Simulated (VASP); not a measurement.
# Sb2Te2O3: relaxation of cell and atoms with PBE

Crystal: Sb2Te2O3.

```
Sb Te O
1.0
     4.53835    0.00000    0.00000
    -2.26918    3.93033    0.00000
     0.00000    0.00000    9.84485
Sb Te O
2 2 3
Direct
  0.33333 0.66667 0.33694
  0.33333 0.66667 0.66306
  0.00000 0.00000 0.00000
  0.66667 0.33333 0.00000
  0.33333 0.66667 0.50000
  0.66667 0.33333 0.17941
  0.66667 0.33333 0.82059
```

The cell was generated, and may not be a known phase.

```
Program                : VASP 6.6.1
Task                   : relaxation of cell and atoms
Functional             : PBE
Potentials or basis    : VASP PAW PBE potentials, release 64 (Sb, Te, O)
Cutoff                 : 600 eV
k mesh                 : 3 × 3 × 2
Occupations            : gaussian, width 0.15 eV
Spin                   : no spin polarisation
Dipole correction      : no
Further INCAR settings : ALGO = Normal; EDIFF = 1e-06; IBRION = 2; EDIFFG = -0.08; NSW = 36; ISIF = 3
```

```json
{"Relaxed volume": "24.95 Å³/atom", "Relaxed cell": "a = 4.859 Å, b = 4.859 Å, c = 8.542 Å, α = 90.00°, β = 90.00°, γ = 120.00°", "Space group after relaxing (to 0.1 Å)": "P-6m2 (No. 187)", "Energy gained by relaxing": "1452.9 meV/atom", "Ionic steps": "33", "Pressure after relaxing": "-0.3 GPa", "Largest force after relaxing": "0.023 eV/Å", "Band gap on the k mesh": "zero (bands 20 and 21 overlap by 0.91 eV)"}
```

Forces in eV/Å, atoms in the order of the input:
```
Sb   0.000  0.000  0.023
Sb   0.000  0.000 -0.023
Te   0.000  0.000  0.000
Te   0.000  0.000  0.000
O    0.000  0.000  0.000
O    0.000  0.000  0.007
O    0.000  0.000 -0.007
```

Stress tensor (GPa, compression positive):
```
-0.26  0.00  0.00
 0.00 -0.26  0.00
 0.00  0.00 -0.35
```

Step by step:
| step | energy change (eV) | largest force (eV/Å) | pressure (GPa) | volume (Å³) |
| --- | --- | --- | --- | --- |
| 1 | 0.0000 | 22.3322 | 35.16 | 175.60 |
| 2 | 2.8263 | 0.1938 | -8.52 | 333.89 |
| 3 | 1.2637 | 0.2432 | -7.32 | 309.12 |
| 4 | 0.2736 | 0.1671 | -6.54 | 291.99 |
| 5 | -3.9607 | 1.3563 | -5.02 | 231.15 |
| 6 | -6.8890 | 2.1582 | -2.58 | 202.73 |
| 7 | -7.8241 | 2.1303 | 2.25 | 189.01 |
| 8 | -7.8481 | 2.8041 | 4.72 | 184.88 |
| 9 | -7.8601 | 2.5312 | 3.70 | 186.46 |
| 10 | -8.5865 | 0.9865 | -1.15 | 202.03 |
| 11 | -8.6912 | 0.3796 | -3.06 | 212.88 |
| 12 | -8.8285 | 3.0756 | 0.81 | 204.33 |
| 13 | -8.9061 | 1.5676 | -0.85 | 207.39 |
| 14 | -9.1874 | 1.5786 | -0.63 | 200.16 |
| 15 | -9.9012 | 1.3475 | 1.61 | 179.06 |
| 16 | -8.6632 | 1.7108 | 16.41 | 139.61 |
| 17 | -9.7141 | 2.3531 | 6.70 | 166.28 |
| 18 | -9.6052 | 2.0408 | 9.13 | 158.29 |
| 19 | -9.6542 | 1.8376 | 8.79 | 157.64 |
| 20 | -9.7267 | 1.2602 | 7.82 | 155.71 |
| 21 | -9.7291 | 1.1350 | 7.62 | 155.28 |
| 22 | -9.7796 | 1.0629 | 7.07 | 156.36 |
| 23 | -9.9106 | 0.8684 | 5.43 | 159.62 |
| 24 | -10.0855 | 0.5431 | 2.54 | 166.26 |
| 25 | -10.1248 | 0.5745 | -1.87 | 180.03 |
| 26 | -10.1544 | 0.4297 | -0.38 | 174.64 |
| 27 | -10.1545 | 0.4182 | -0.26 | 174.24 |
| 28 | -10.1579 | 0.3389 | -0.20 | 174.28 |
| 29 | -10.1647 | 0.1975 | -0.06 | 174.40 |
| 30 | -10.1615 | 0.4436 | 0.23 | 174.65 |
| 31 | -10.1662 | 0.1784 | 0.03 | 174.49 |
| 32 | -10.1689 | 0.1088 | -0.10 | 174.56 |
| 33 | -10.1703 | 0.0229 | -0.29 | 174.67 |

Final structure:
```xyz
7
Lattice="4.8593 0.0000 0.0000 -2.4297 4.2083 0.0000 0.0000 0.0000 8.5415" Properties=species:S:1:pos:R:3 pbc="T T T"
Sb    0.0000    2.8055    2.3224
Sb    0.0000    2.8055    6.2191
Te    0.0000    0.0000    0.0000
Te    2.4297    1.4028    0.0000
O     0.0000    2.8055    4.2708
O     2.4297    1.4028    2.1720
O     2.4297    1.4028    6.3695
```

Levels at points of the mesh, in eV from the Fermi level:
| k point | band 18 | band 19 | band 20 | band 21 | band 22 | band 23 | band 24 |
| --- | --- | --- | --- | --- | --- | --- | --- |
| (0.00, 0.00, 0.00) | -1.73 | -1.33 | -0.83 | -0.83 | 0.29 | 0.29 | 0.59 |
| (0.00, 0.00, 0.50) | -1.68 | -1.55 | -0.84 | -0.84 | 0.90 | 0.90 | 1.53 |

It took 12 min on 1 thread of Intel(R) Xeon(R) 6975P-C (Granite Rapids), on a shared host, peak memory 0.35 GiB.

Caveat: the k points lie up to 0.50 Å⁻¹ apart in the final cell, too coarse for converged energies and pressures of a metal; spin-orbit coupling is left out, which moves the levels of the heavy elements.
